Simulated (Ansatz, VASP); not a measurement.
# K2H in VASP and in Ansatz

```
K H
1.0
     0.00000    4.28022    4.28022
     4.28022    0.00000    4.28022
     4.28022    4.28022    0.00000
K H
4 2
Direct
  0.62500 0.62500 0.62500
  0.12500 0.62500 0.62500
  0.62500 0.62500 0.12500
  0.62500 0.12500 0.62500
  0.00000 0.00000 0.00000
  0.25000 0.25000 0.25000
```

Change from the starting cell: species swapped into the Ti2Co type (Fd-3m, No. 227).

Alike in both runs: task single point; functional PBE; k mesh 4 × 4 × 4; occupations gaussian, width 0.1 eV; no spin polarisation.

|  | VASP | Ansatz |
| --- | --- | --- |
| version | VASP 6.6.1 | Ansatz 0.2.0 |
| potentials or method | VASP PAW PBE potentials, release 64 (K_sv, H), cutoff 520 eV | scalar-relativistic, plane waves, PAW |
| valence electrons in the cell | 38 | 38 |

|  | VASP | Ansatz | Ansatz less VASP |
| --- | --- | --- | --- |
| gap on the k mesh at the Fermi level (eV) | none | none | - |
| pressure (GPa) | 8.1 | 8.0 | -0.05 |

A gap of «none» marks a metal or a gap that the smearing closes.
